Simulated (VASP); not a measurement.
# W (I4/mmm) in VASP: further runs, part 2 of 2

VASP 6.6.1.

## (3) Single point, PBEsol (strain -0.015 along x and y, +0.000 along z)

Input file INCAR:

```
ALGO     = Fast           # electronic algorithm
EDIFF    = 1E-6           # SCF threshold, eV
ENCUT    = 520            # plane-wave cutoff, eV
GGA      = PS             # functional
ISIF     = 2              # what is computed and relaxed
ISMEAR   = 0              # smearing method
LASPH    = True           # aspherical terms in the spheres
LCHARG   = True           # write CHGCAR
LELF     = True           # ELF
LREAL    = False          # projectors in reciprocal space
LVHAR    = True         
LWAVE    = False          # write WAVECAR
NBANDS   = 13             # bands
NELM     = 60             # most SCF steps
PREC     = Accurate       # precision mode
SIGMA    = 0.15           # smearing width, eV
```

Input file KPOINTS:

```
k-points
0
Gamma
  26 26 26
```

Input file POSCAR:

```
W
1.0
   -1.5535224363      1.5535224363      1.5771801384
    1.5535224363     -1.5535224363      1.5771801384
    1.5535224363      1.5535224363     -1.5771801384
W
1
Direct
    0.0000000000      0.0000000000      0.0000000000
```

Potentials or basis: VASP PAW PBE potentials, release 64 (W_sv).

The run is started by

```bash
cat potpaw_PBE.64/W_sv/POTCAR > POTCAR
mpirun -np 1 vasp_std > vasp.out
```

OUTCAR:

```text
EDIFF = 1E-6
   ENCUT = 520
   GGA = PS
   ISIF = 2
   ISMEAR = 0
   LASPH = True
   LREAL = False
   NELM = 60
   PREC = Accurate

 ion  position               nearest neighbor table
   1  0.000  0.000  0.000-

  LATTYP: Found a body centered tetragonal cell.
 ALAT       =     3.1070448726
 C/A-ratio  =     1.0152284264

  Lattice vectors:

 A1 = (  -1.5535224363,   1.5535224363,   1.5771801384)
 A2 = (   1.5535224363,  -1.5535224363,   1.5771801384)
[... 556 lines left out ...]
      5       5.4088      2.00000
      6       8.3497      2.00000
      7      11.3890      2.00000
      8      14.0758      0.00000
      9      14.9663      0.00000
     10      17.2614      0.00000
     11      24.1499      0.00000
     12      24.8413      0.00000
     13      30.9888      0.00000

 [... further k-points ...]
[... 5 lines left out ...]
  --------------------------------------------------------------------------------------
  -------------------------------------------------------------------------------------
  Total        1.2327802      1.2327802      0.7166784      0.0000000      0.0000000      0.0000000
  in kB      129.7238615    129.7238615     75.4151463      0.0000000      0.0000000      0.0000000
  external PRESSURE =     111.6209564 kB  Pullay stress =       0.0000000 kB

 VOLUME and BASIS-vectors are now :
 -----------------------------------------------------------------------------
  energy-cutoff  :      520.00
  volume of cell :       15.23
      direct lattice vectors                 reciprocal lattice vectors
    -1.553522436  1.553522436  1.577180138     0.000000000  0.321849230  0.317021492
     1.553522436 -1.553522436  1.577180138     0.321849230  0.000000000  0.317021492
     1.553522436  1.553522436 -1.577180138     0.321849230  0.321849230  0.000000000

 POSITION                                       TOTAL-FORCE (eV/Angst)
 -----------------------------------------------------------------------------------
      0.00000      0.00000      0.00000        -0.000000      0.000000      0.000000
 -----------------------------------------------------------------------------------
    total drift:                               -0.000000     -0.000000      0.000000

  FREE ENERGIE OF THE ION-ELECTRON SYSTEM (eV)
  ---------------------------------------------------
  free  energy   TOTEN  =       -13.7882394528 eV

  energy  without entropy=      -13.7834003445  energy(sigma->0) =      -13.78581990
```

Wall time 2.1 min (1 thread of AMD EPYC 9R45 (Zen 5), shared host); peak memory 0.31 GiB.

Results:

```yaml
Free_energy: -13.7882 eV
Pressure: 11.2 GPa
Band_gap_on_the_k_mesh: zero (bands 7 and 8 overlap by 6.62 eV)
```

Levels at points of the mesh, in eV from the Fermi level:
```csv
k point,band 5,band 6,band 7,band 8,band 9,band 10
"(0.00, 0.00, 0.00)",-9.89,-1.39,-1.39,-1.18,2.17,2.45
"(0.50, 0.00, 0.00)",-6.58,-3.72,0.79,2.12,3.24,6.50
"(0.50, 0.50, 0.00)",-6.58,-3.93,0.91,2.43,3.37,6.55
"(0.50, 0.50, 0.50)",-6.23,-6.18,5.41,5.48,5.48,8.30
```

Caveat: the cell differs from its parent crystal (strain -0.015 along x and y, +0.000 along z); the cell stands under pressure; the PAW data sets were made with another functional, which shifts forces and pressure a little; spin-orbit coupling is left out, which moves the levels of the heavy elements.
